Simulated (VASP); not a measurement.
# Ge (P-3m1) in VASP: further runs, part 3 of 3

VASP 6.6.1.

## (5) Single point, B3LYP

The input, POSCAR:

```
Ge
1.0
    4.0904100000      0.0000000000      0.0000000000
   -2.0452000000      3.5424000000      0.0000000000
    0.0000000000      0.0000000000      3.3265800000
Ge
2
Direct
    0.6666700000      0.3333300000      0.1408600000
    0.3333300000      0.6666700000      0.8591400000
```

The input, INCAR.step1:

```
SYSTEM = Ge
PREC = Accurate ; ENCUT = 410
EDIFF = 1E-5 ; ISMEAR = -1
SIGMA = 0.05 ; LREAL = .False.
LASPH = .True. ; NELM = 120
ALGO = Normal ; ISIF = 2
LWAVE = .True. ; LCHARG = .False.
GGA = PE ; NBANDS = 21
GGA_COMPAT = .False.
```

The input, INCAR.step2:

```
SYSTEM = Ge
PREC = Accurate ; ENCUT = 410
EDIFF = 1E-6 ; ISMEAR = -1
SIGMA = 0.05 ; LREAL = .False.
LASPH = .True. ; NELM = 120
ALGO = Normal ; ISIF = 2
LWAVE = .False. ; LCHARG = .False.
GGA = B3 ; LHFCALC = .True.
AEXX = 0.2 ; AGGAX = 0.72
AGGAC = 0.81 ; ALDAC = 0.19
PRECFOCK = Normal ; ISTART = 1
NBANDS = 21 ; GGA_COMPAT = .False.
```

The input, KPOINTS:

```
Automatic mesh
0
Gamma
  4 4 4
  0 0 0
```

Potentials or basis: VASP PAW PBE potentials, release 64 (Ge_d).

Launch:

```
$ cat potpaw_PBE.64/Ge_d/POTCAR > POTCAR
$ cp INCAR.step1 INCAR
$ mpirun -np 1 vasp_std > vasp.out
$ cp INCAR.step2 INCAR
$ mpirun -np 1 vasp_std > vasp.out
```

OUTCAR:

```text
SYSTEM = Ge
   PREC = Accurate
   ENCUT = 410
   EDIFF = 1E-6
   ISMEAR = -1
   LREAL = .False.
   LASPH = .True.
   NELM = 120
   ISIF = 2
   GGA = B3
   LHFCALC = .True.
   AEXX = 0.2
   PRECFOCK = Normal
   ISTART = 1

 ion  position               nearest neighbor table
   1  0.667  0.333  0.141-   2 2.54   2 2.54   2 2.54
   2  0.333  0.667  0.859-   1 2.54   1 2.54   1 2.54

  LATTYP: Found a hexagonal cell.
 ALAT       =     4.0904100000
 C/A-ratio  =     0.8132632181

  Lattice vectors:

 A1 = (   4.0904100000,   0.0000000000,   0.0000000000)
 A2 = (  -2.0452000000,   3.5424000000,   0.0000000000)
 A3 = (   0.0000000000,   0.0000000000,   3.3265800000)

Analysis of symmetry for initial positions (statically):
=====================================================================
 Subroutine PRICEL returns:
 Original cell was already a primitive cell.

 Routine SETGRP: Setting up the symmetry group for a
 hexagonal supercell.

 Subroutine GETGRP returns: Found  4 space group operations
 (whereof  4 operations were pure point group operations)
 out of a pool of 24 trial point group operations.

The static configuration has the point symmetry C_2h.

Analysis of symmetry for dynamics (positions and initial velocities):
=====================================================================
 Subroutine PRICEL returns:
 Original cell was already a primitive cell.

 Routine SETGRP: Setting up the symmetry group for a
 hexagonal supercell.

 Subroutine GETGRP returns: Found  4 space group operations
 (whereof  4 operations were pure point group operations)
 out of a pool of 24 trial point group operations.

The dynamic configuration has the point symmetry C_2h.

 Subroutine INISYM returns: Found  4 space group operations
 (whereof  4 operations are pure point group operations),
 and found     1 'primitive' translations

[... 114 lines left out ...]
  volume/ion in A,a.u.               =      24.10       162.64
  Fermi-wavevector in a.u.,A,eV,Ry     =   1.365966  2.581302 25.386626  1.865864
  Thomas-Fermi vector in A             =   2.492148
   LORBIT       =      0    0 simple, 1 ext, 2 COOP (PROOUT), +10 PAW based schemes
   GGA     = B3    functional components
   LHFCALC =     T    Hartree Fock is set to
   PRECFOCK=normal    Normal, Fast or Accurate (Low or Medium for compatibility)
   ENCUT4O =  -1.0   cutoff for four orbital integrals eV
   NKREDX  =     1    reduce k-point grid by
   NKREDY  =     1    reduce k-point grid by
   NKREDZ  =     1    reduce k-point grid by
   AEXX    =    0.2000 exact exchange contribution
   HFSCREEN=    0.0000 screening length (either q_TF or 0.3 A-1)
   HFSCREENC=   0.0000 screening length for correlation (either q_TF or 0.3 A-1)
   ENCUTFOCK=  -1.0 apply spherical cutoff to Coloumb kernel
   IVDW    =     0    specifies the selected vdW correction
   LEPSILON=     F    determine dielectric tensor
   LRPA    =     F    only Hartree local field effects (RPA)
 non-spin polarized calculation
  energy-cutoff  :      410.00
  volume of cell :       48.20
 maximum number of plane-waves:       918
  NGX = 24; NGY = 24; NGZ = 18

 number of electron      28.0000021 magnetization

 Free energy of the ion-electron system (eV)
  ---------------------------------------------------
  ext. energy  EPLUGINS =         0.00000000
  ---------------------------------------------------
  free energy    TOTEN  =        -9.05513224 eV

  energy without entropy =       -9.05132375  energy(sigma->0) =       -9.05322799

 E-fermi :   4.5974     XC(G=0):  -7.7947

 val. band max:        4.2407951874   @ k =  -0.2500   0.2500   0.0000
 cond. band min:       4.6543885780   @ k =   0.2500   0.0000   0.0000
 fundamental gap:      0.4135933906
 Fermi energy:         4.5973766542

 k-point     1 :       0.0000    0.0000    0.0000
  band No.  band energies     occupation
      1     -23.2194      2.00000
      2     -23.2141      2.00000
      3     -23.1800      2.00000
      4     -23.1605      2.00000
      5     -23.1495      2.00000
      6     -23.1475      2.00000
[... 565 lines left out ...]
     20      15.5271      0.00000
     21      17.9166      0.00000

------------------------ aborting loop because EDIFF is reached ----------------------------------------

  FORCE on cell =-STRESS in cart. coord.  units (eV):
  Direction    XX          YY          ZZ          XY          YZ          ZX
  --------------------------------------------------------------------------------------
  -------------------------------------------------------------------------------------
  Total        0.3431438      0.5351073     -0.5978807      0.1662462      0.0103017     -0.0178427
  in kB       11.4057627     17.7864394    -19.8729654      5.5258594      0.3424171     -0.5930744
  external PRESSURE =       3.1064123 kB  Pullay stress =       0.0000000 kB

 VOLUME and BASIS-vectors are now :
 -----------------------------------------------------------------------------
  energy-cutoff  :      410.00
  volume of cell :       48.20
      direct lattice vectors                 reciprocal lattice vectors
     4.090410000  0.000000000  0.000000000     0.244474270  0.141146900  0.000000000
    -2.045200000  3.542400000  0.000000000     0.000000000  0.282294490  0.000000000
     0.000000000  0.000000000  3.326580000     0.000000000  0.000000000  0.300609034

 POSITION                                       TOTAL-FORCE (eV/Angst)
 -----------------------------------------------------------------------------------
      2.04523      1.18079      0.46858         0.073411     -0.042384     -0.463892
     -0.00002      2.36161      2.85800        -0.073411      0.042384      0.463892
 -----------------------------------------------------------------------------------
    total drift:                               -0.000001     -0.000001     -0.000001

  FREE ENERGIE OF THE ION-ELECTRON SYSTEM (eV)
  ---------------------------------------------------
  free  energy   TOTEN  =        -9.0551322405 eV

  energy  without entropy=       -9.0513237478  energy(sigma->0) =       -9.05322799
```

Wall time 22 min (1 thread of Intel Xeon Platinum 8488C (Sapphire Rapids), shared host); peak memory 0.16 GiB.

What came out:

| Quantity | Value |
| --- | --- |
| Free energy | -9.0551 eV |
| Pressure | 0.3 GPa |
| Largest force | 0.472 eV/Å |
| Band gap on the k mesh | zero (bands 14 and 15 overlap by 4.65 eV) |

Forces on the atoms (eV/Å):
```
Ge   0.073 -0.042 -0.464
Ge  -0.073  0.042  0.464
```

Caveat: the k points lie up to 0.47 Å⁻¹ apart, too coarse for converged energies and pressures of a metal; the PAW data sets were made with another functional, which shifts forces and pressure a little.

## (6) The runs side by side

```tsv
level	k mesh	cutoff (eV)	share of exact exchange	screening parameter	gap on the mesh (eV)	pressure (GPa)	largest force (eV/Å)
HSE06	4 × 4 × 5	520	0.25	0.2079 1/Å	none	-3.7	0.02
r2SCAN0	4 × 4 × 5	520	0.25	-	none	-5.2	0.16
r2SCAN0	4 × 4 × 4	520	0.25	-	none	-4.4	0.54
B3LYP	4 × 4 × 4	410	0.2	-	none	0.3	0.47
```

Alike in all rows: task single point; potentials or basis VASP PAW PBE potentials, release 64 (Ge_d); no spin polarisation; cell as given; smearing fermi-dirac 0.05 eV.

Caveats: all runs use coarse meshes; the PAW data sets were made with another functional, which shifts forces and pressure a little.

Total energies depend on the potentials used, so only differences within one code and one set of settings carry meaning.

The gap in the log of VASP goes by the Fermi energy; the results here count the filled bands.